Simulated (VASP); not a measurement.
# NaC8 in VASP: further runs

The runs below take NaC8 through single point, with PBE+D3(BJ).

All numbers are computed with VASP 6.6.1; they aren't measurements. Logs are shortened: lines on timing, memory, paths and dates and some standing lists are left out, and cuts for length are marked.

### Step 1. The cell of the first run

The typed cell holds 9 atoms: a = 4.509 Å, b = 4.978 Å, c = 4.978 Å, α = 120.00°, β = 89.96°, γ = 89.98°.

### Step 2. Single point, PBE+D3(BJ)

The input, INCAR:

```
SYSTEM = NaC8
PREC = Accurate
ENCUT = 520
EDIFF = 1E-6
ISMEAR = 0
SIGMA = 0.2
LREAL = .False.
LASPH = .True.
NELM = 100
ALGO = Normal
ISIF = 2
LWAVE = .False.
LCHARG = .False.
GGA = PE
IVDW = 12
NBANDS = 30
```

The input, KPOINTS:

```
regular mesh
0
Gamma
  6 6 6
  0 0 0
```

The input, POSCAR:

```
NaC8
1.0
    0.0008659251      0.0024666722      4.5090606388
    4.9783875080      0.0002515907      0.0009843838
   -2.4889723719      4.3105613279      0.0018501979
Na C
1 8
Direct
    0.5000093947      0.0004165518      0.0001960122
   -0.0000192305      0.3345829068      0.1672924976
   -0.0000054713      0.3332840994      0.6666414503
    0.0000002329      0.8326414290      0.1672854201
    0.0000226661      0.8326427503      0.6653586469
   -0.0000323877      0.1672479236      0.3345950091
    0.0000069478      0.1672511595      0.8326578553
   -0.0000059827      0.6666095771      0.3333097990
    0.0000238307      0.6653236025      0.8326633094
```

Potentials or basis: VASP PAW PBE potentials, release 64 (Na_pv, C).

Started as:

```
$ cat potpaw_PBE.64/Na_pv/POTCAR potpaw_PBE.64/C/POTCAR > POTCAR
$ mpirun -np 1 vasp_std > vasp.out
```

OUTCAR:

```text
SYSTEM = NaC8
   PREC = Accurate
   ENCUT = 520
   EDIFF = 1E-6
   ISMEAR = 0
   LREAL = .False.
   LASPH = .True.
   NELM = 100
   ISIF = 2
   GGA = PE
   IVDW = 12
 IVDW          = 12

 ion  position               nearest neighbor table
   1  0.500  0.000  0.000-
   2  1.000  0.335  0.167-   8 1.43   7 1.44   6 1.44
   3  1.000  0.333  0.667-   6 1.43   7 1.43   9 1.43
   4  0.000  0.833  0.167-   8 1.43   9 1.44   6 1.44
   5  0.000  0.833  0.665-   8 1.43   9 1.44   7 1.44
   6  1.000  0.167  0.335-   3 1.43   4 1.44   2 1.44
   7  0.000  0.167  0.833-   3 1.43   2 1.44   5 1.44
   8  1.000  0.667  0.333-   5 1.43   2 1.43   4 1.43
   9  0.000  0.665  0.833-   3 1.43   4 1.44   5 1.44

  LATTYP: Found a triclinic cell.
 ALAT       =     8.6220783084
 B/A-ratio  =     0.5773999532
 C/A-ratio  =     1.1279144039
 COS(alpha) =     0.0000903085
 COS(beta)  =     0.4430492267
 COS(gamma) =     0.8660489337

  Lattice vectors:

 A1 = (   7.4673598799,  -4.3103097372,  -0.0008658141)
 A2 = (   4.9783875080,   0.0002515907,   0.0009843838)
 A3 = (   0.0004231609,  -8.6189075743,   4.5043758592)

Analysis of symmetry for initial positions (statically):
=====================================================================
 Subroutine PRICEL returns:
 Original cell was already a primitive cell.

 Routine SETGRP: Setting up the symmetry group for a
 triclinic supercell.

 Subroutine GETGRP returns: Found  1 space group operations
 (whereof  1 operations were pure point group operations)
 out of a pool of  2 trial point group operations.

The static configuration has the point symmetry C_1 .

Analysis of symmetry for dynamics (positions and initial velocities):
=====================================================================
 Subroutine PRICEL returns:
 Original cell was already a primitive cell.

 Routine SETGRP: Setting up the symmetry group for a
 triclinic supercell.

 Subroutine GETGRP returns: Found  1 space group operations
 (whereof  1 operations were pure point group operations)
 out of a pool of  2 trial point group operations.

The dynamic configuration has the point symmetry C_1 .

 Subroutine INISYM returns: Found  1 space group operations
 (whereof  1 operations are pure point group operations),
 and found     1 'primitive' translations

----------------------------------------------------------------------------------------

                                     Primitive cell

  volume of cell :      96.7656

  direct lattice vectors                    reciprocal lattice vectors
     0.000865925  0.002466672  4.509060639    -0.000043846 -0.000120509  0.221775757
     4.978387508  0.000251591  0.000984384     0.200862412  0.115980529 -0.000102021
    -2.488972372  4.310561328  0.001850198    -0.000011698  0.231981647 -0.000126903

  length of vectors
     4.509061397  4.978387612  4.977542150     0.221775794  0.231942238  0.231981682

  position of ions in fractional coordinates (direct lattice)
     0.500009395  0.000416552  0.000196012
     0.999980769  0.334582907  0.167292498
     0.999994529  0.333284099  0.666641450
     0.000000233  0.832641429  0.167285420
     0.000022666  0.832642750  0.665358647
     0.999967612  0.167247924  0.334595009
     0.000006948  0.167251159  0.832657855
     0.999994017  0.666609577  0.333309799
     0.000023831  0.665323603  0.832663309

  ion indices of the primitive-cell ions
   primitive index   ion index
                 1           1
                 2           2
                 3           3
                 4           4
                 5           5
                 6           6
                 7           7
                 8           8
                 9           9

----------------------------------------------------------------------------------------

 KPOINTS: regular mesh

Automatic generation of k-mesh.
 Grid dimensions read from file:
 generate k-points for:    6    6    6

 Generating k-lattice:

  Cartesian coordinates                     Fractional coordinates (reciprocal lattice)
    -0.000007308 -0.000020085  0.036962626     0.166666667 -0.000000000  0.000000000
     0.033477069  0.019330088 -0.000017003     0.000000000  0.166666667 -0.000000000
    -0.000001950  0.038663608 -0.000021150     0.000000000  0.000000000  0.166666667

  Length of vectors
     0.036962632  0.038657040  0.038663614

  Shift w.r.t. Gamma in fractional coordinates (k-lattice)
     0.000000000  0.000000000  0.000000000

 Subroutine IBZKPT returns following result:
 ===========================================

 Found    112 irreducible k-points:

 Following reciprocal coordinates:
            Coordinates               Weight
  0.000000  0.000000  0.000000      1.000000
  0.166667  0.000000  0.000000      2.000000
  0.333333 -0.000000 -0.000000      2.000000
  0.500000 -0.000000  0.000000      1.000000
 -0.000000  0.166667  0.000000      2.000000
  0.166667  0.166667  0.000000      2.000000
[... 16 lines left out ...]
  0.333333  0.000000  0.166667      2.000000
  0.500000 -0.000000  0.166667      2.000000
 [... further k-points ...]
   k-points           NKPTS =    112   k-points in BZ     NKDIM =    112   number of bands    NBANDS=     30
   number of dos      NEDOS =    301   number of ions     NIONS =      9
   total plane-waves  NPLWV =  57600
   dimension x,y,z NGX =    36 NGY =   40 NGZ =   40
   dimension x,y,z NGXF=    72 NGYF=   80 NGZF=   80
   ions per type =               1   8
   NGX,Y,Z   is equivalent  to a cutoff of  13.27, 13.36, 13.36 a.u.
   NGXF,Y,Z  is equivalent  to a cutoff of  26.55, 26.71, 26.72 a.u.
 SYSTEM =  NaC8
   PREC   = accura    normal or accurate (medium, high low for compatibility)
   ISTART =      0    job   : 0-new  1-cont  2-samecut
   ICHARG =      2    charge: 1-file 2-atom 10-const
   ISPIN  =      1    spin polarized calculation?
   LNONCOLLINEAR =      F non collinear calculations
   LSORBIT =      F    spin-orbit coupling
   LASPH  =      T    aspherical Exc in radial PAW
   ENCUT  =  520.0 eV  38.22 Ry    6.18 a.u.   8.38  9.26  9.25*2*pi/ulx,y,z
   NELM   =    100;   NELMIN=  2; NELMDL= -5     # of ELM steps
   EDIFF  = 0.1E-05   stopping-criterion for ELM
   LREAL  =      F    real-space projection
   EDIFFG = 0.1E-04   stopping-criterion for IOM
   NSW    =      0    number of steps for IOM
   IBRION =     -1    ionic relax: 0-MD 1-quasi-New 2-CG
   NFREE  =      0    steps in history (QN), initial steepest desc. (CG)
   ISIF   =      2    stress and relaxation
   ISYM   =      2    0-nonsym 1-usesym 2-fastsym
   POTIM  = 0.5000    time-step for ionic-motion
   TEBEG  =    0.0;   TEEND  =   0.0 temperature during run
   PSTRESS=    0.0 pullay stress
   NELECT =      39.0000    total number of electrons
   NUPDOWN=      -1.0000    fix difference up-down
   EMIN   =  10.00;   EMAX   =-10.00  energy-range for DOS
   EFERMI =   0.00;   METHOD = LEGACY
   ISMEAR =     0;   SIGMA  =   0.20  broadening in eV -4-tet -1-fermi 0-gaus
   EFERMI_NEDOS =   21; number of points for ismear=-14 and -15
   IALGO  =     38    algorithm
   IMIX   =      4    mixing-type and parameters
     AMIX     =   0.40;   BMIX     =  1.00
     AMIX_MAG =   1.60;   BMIX_MAG =  1.00
  volume/ion in A,a.u.               =      10.75        72.56
  Fermi-wavevector in a.u.,A,eV,Ry     =   1.209268  2.285186 19.896204  1.462330
  Thomas-Fermi vector in A             =   2.344851
   LORBIT       =      0    0 simple, 1 ext, 2 COOP (PROOUT), +10 PAW based schemes
   GGA     = PE    functional components
   LHFCALC =     F    Hartree Fock is set to
   AEXX    =    0.0000 exact exchange contribution
   IVDW    =    12    specifies the selected vdW correction
   LEPSILON=     F    determine dielectric tensor
   LRPA    =     F    only Hartree local field effects (RPA)
 non-spin polarized calculation
 Gauss-broadening in eV      SIGMA  =   0.20
  energy-cutoff  :      520.00
  volume of cell :       96.77
 maximum number of plane-waves:      2633
 NGX is ok and might be reduce to    36
   NGX = 17   NGY = 19   NGZ = 19

 number of electron      39.0000001 magnetization

 Free energy of the ion-electron system (eV)
  ---------------------------------------------------
  ext. energy  EPLUGINS =         0.00000000
  ---------------------------------------------------
  free energy    TOTEN  =       -74.97467363 eV

  energy without entropy =      -74.93795983  energy(sigma->0) =      -74.95631673

 E-fermi :   5.0467     XC(G=0):  -9.1680

 val. band max:        5.0160556635   @ k =   0.3333  -0.0000  -0.0000
 cond. band min:       5.0472736596   @ k =   0.1667  -0.3333   0.1667
 fundamental gap:      0.0312179961
 Fermi energy:         5.0466910563

 k-point     1 :       0.0000    0.0000    0.0000
  band No.  band energies     occupation
      1     -20.8342      2.00000
      2     -20.8342      2.00000
      3     -20.8276      2.00000
      4     -15.4872      2.00000
      5     -10.3473      2.00000
      6     -10.3456      2.00000
[... 22 lines left out ...]
     29      12.0594      0.00000
     30      12.0615      0.00000

 k-point     2 :       0.1667    0.0000    0.0000
  band No.  band energies     occupation
      1     -20.8337      2.00000
      2     -20.8337      2.00000
      3     -20.8334      2.00000
      4     -15.4700      2.00000
      5     -10.3472      2.00000
      6     -10.3455      2.00000
[... 22 lines left out ...]
     29      12.4507      0.00000
     30      12.4521      0.00000

 k-point     3 :       0.3333   -0.0000   -0.0000
  band No.  band energies     occupation
      1     -20.8451      2.00000
      2     -20.8328      2.00000
      3     -20.8328      2.00000
      4     -15.4354      2.00000
      5     -10.3472      2.00000
      6     -10.3455      2.00000
[... 682 lines left out ...]
     29      12.6836      0.00000
     30      12.9005      0.00000

 k-point    24 :       0.5000   -0.0000    0.1667
  band No.  band energies     occupation
      1     -20.8503      2.00000
      2     -20.8326      2.00000
      3     -20.8325      2.00000
      4     -15.2582      2.00000
      5     -11.5188      2.00000
      6     -10.6992      2.00000
[... 22 lines left out ...]
     29      12.6900      0.00000
     30      13.0826      0.00000

 [... further k-points ...]

------------------------ aborting loop because EDIFF is reached ----------------------------------------

 Edisp (eV)   -1.16709

 E8    (eV) :    -0.3872

  FORCE on cell =-STRESS in cart. coord.  units (eV):
  Direction    XX          YY          ZZ          XY          YZ          ZX
  --------------------------------------------------------------------------------------
  -------------------------------------------------------------------------------------
  Total       0.02283     0.08924    -0.14611    -0.01872    -0.00495    -0.00176
  in kB       0.37802     1.47761    -2.41914    -0.31001    -0.08188    -0.02915
  external pressure =       -0.19 kB  Pullay stress =        0.00 kB

 VOLUME and BASIS-vectors are now :
 -----------------------------------------------------------------------------
  energy-cutoff  :      520.00
  volume of cell :       96.77
      direct lattice vectors                 reciprocal lattice vectors
     0.000865925  0.002466672  4.509060639    -0.000043846 -0.000120509  0.221775757
     4.978387508  0.000251591  0.000984384     0.200862412  0.115980529 -0.000102021
    -2.488972372  4.310561328  0.001850198    -0.000011698  0.231981647 -0.000126903

 POSITION                                       TOTAL-FORCE (eV/Angst)
 -----------------------------------------------------------------------------------
      0.00202      0.00208      2.25457        -0.001712     -0.000904     -0.000204
      1.25016      0.72368      4.50961         0.004216      0.003632     -0.000515
      0.00083      2.87615      4.51060         0.000449      0.001819      0.000215
      3.72884      0.72130      0.00113        -0.007270      0.004365     -0.000454
      2.48916      2.86828      0.00215        -0.000755     -0.006173      0.000491
      0.00069      1.44480      4.50970         0.001981      0.006049      0.000042
     -1.23982      3.58926      0.00174         0.007172     -0.003281     -0.000073
      2.48991      1.43939      4.51031         0.001909     -0.001125      0.000368
      1.23976      3.58941      0.00230        -0.005991     -0.004382      0.000130
 -----------------------------------------------------------------------------------
    total drift:                               -0.000070     -0.000030      0.000001

  FREE ENERGIE OF THE ION-ELECTRON SYSTEM (eV)
  ---------------------------------------------------
  free  energy   TOTEN  =       -76.1417606954 eV

  energy  without entropy=      -76.1050468952  energy(sigma->0) =      -76.12340380
```

Run time: 6.1 min. Hardware: 1 thread of Intel Xeon 8259CL, shared host; peak memory 0.39 GiB.

Results:

- Free energy: -76.1418 eV
- Pressure: 0.0 GPa
- Largest force: 0.008 eV/Å
- Dispersion energy per atom: -0.130 eV

Forces in eV/Å, atoms in the order of the input:
```
Na  -0.002 -0.001  0.000
C    0.004  0.004 -0.001
C    0.000  0.002  0.000
C   -0.007  0.004  0.000
C   -0.001 -0.006  0.000
C    0.002  0.006  0.000
C    0.007 -0.003  0.000
C    0.002 -0.001  0.000
C   -0.006 -0.004  0.000
```

Levels at points of the mesh, in eV from the Fermi level:
| k point | band 16 | band 17 | band 18 | band 19 | band 20 | band 21 | band 22 | band 23 |
| --- | --- | --- | --- | --- | --- | --- | --- | --- |
| (0.00, 0.00, 0.00) | -4.13 | -3.83 | -3.83 | -3.43 | 0.23 | 0.34 | 0.34 | 0.37 |
| (0.50, 0.00, 0.00) | -4.13 | -4.02 | -4.02 | -3.67 | -0.14 | -0.14 | -0.07 | 3.19 |
| (0.00, 0.50, 0.00) | -6.10 | -6.10 | -4.17 | -3.91 | 1.37 | 1.42 | 2.13 | 2.20 |
| (0.50, 0.50, 0.00) | -6.10 | -6.10 | -4.42 | -4.24 | 1.12 | 1.28 | 4.85 | 4.87 |
| (0.00, 0.00, 0.50) | -6.10 | -6.10 | -4.17 | -3.91 | 1.37 | 1.42 | 2.13 | 2.20 |
| (0.50, 0.00, 0.50) | -6.10 | -6.10 | -4.42 | -4.24 | 1.12 | 1.28 | 4.85 | 4.87 |
| (0.00, 0.50, 0.50) | -6.10 | -6.10 | -4.17 | -3.91 | 1.37 | 1.42 | 2.13 | 2.20 |
| (0.50, 0.50, 0.50) | -6.10 | -6.10 | -4.42 | -4.24 | 1.12 | 1.28 | 4.85 | 4.87 |

Caveat: pairwise dispersion overbinds metals, which lowers pressure and volume.

(Part 1 of 2 ends here.)
